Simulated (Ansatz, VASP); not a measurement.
Two plane-wave programs on NaI

Contents of INCAR:

```
SYSTEM = NaI
  PREC = Accurate
  ENCUT = 520
  EDIFF = 1E-6
  ISMEAR = 0
  SIGMA = 0.05
  LREAL = .False.
  LASPH = .True.
  NELM = 80
  ALGO = Normal
  ISIF = 2
  LWAVE = .False.
  LCHARG = .False.
  GGA = PE
  IVDW = 12
  NBANDS = 22
```

Contents of KPOINTS:

```
regular mesh
0
Gamma
  6 8 4
  0 0 0
```

File POSCAR:

```
NaI
1.0
    4.7722534545      0.0000000000     -0.4772253455
    0.0000000000      4.1018944388      0.0000000000
   -0.6773778383      0.0000000000      7.0223760492
Na I
2 2
Direct
    0.2500000000      0.5000000000      0.2499880837
    0.7500000000      0.5000000000      0.7500119163
    0.2500000000      0.0000000000      0.7499134626
    0.7500000000      0.0000000000      0.2500865374
```

Input for Ansatz:

```yaml
crystal:
  lattice:
    - [4.7722534545, 0.0, -0.4772253455]
    - [0.0, 4.1018944388, 0.0]
    - [-0.6773778383, 0.0, 7.0223760492]
  atoms:
    - { symbol: Na, position: [0.25, 0.5, 0.2499880837] }
    - { symbol: Na, position: [0.75, 0.5, 0.7500119163] }
    - { symbol: I, position: [0.25, 0.0, 0.7499134626] }
    - { symbol: I, position: [0.75, 0.0, 0.2500865374] }
basis:
  ecutwfc: 520.0
kpoints:
  mp_grid: { grid: [6, 8, 4] }
hamiltonian:
  xc: pbe
  dispersion: d3bj
scf:
  occupations: { method: gaussian, width: 0.05 }
output:
  forces: true
  stress: true
  eigenvalues: true
```

Change from the starting cell: engineering shear strain xz -0.2000, normal strain along z +0.0367.

Alike in both runs: task single point; functional PBE; dispersion D3(BJ); k mesh 6 × 8 × 4; occupations gaussian, width 0.05 eV; no spin polarisation.

|  | VASP | Ansatz |
| --- | --- | --- |
| version | VASP 6.6.1 | Ansatz 0.2.0 |
| potentials or method | VASP PAW PBE potentials, release 64 (Na_pv, I), cutoff 520 eV | scalar-relativistic, plane waves, PAW |
| valence electrons in the cell | 28 | 52 |

```tsv
	VASP	Ansatz	Ansatz less VASP
gap on the k mesh at the Fermi level (eV)	1.87	1.88	+0.002
least direct gap on the mesh (eV)	2.12	2.12	+0.001
pressure (GPa)	0.1	0.1	-0.01
traceless stress, the component that is largest in VASP (GPa)	2.82	2.82	+0.003
```

VASP's potentials hold 28 valence electrons a cell and Ansatz's 52, so a difference there can come from the potentials and not from the codes.

Spin-orbit coupling is off throughout.
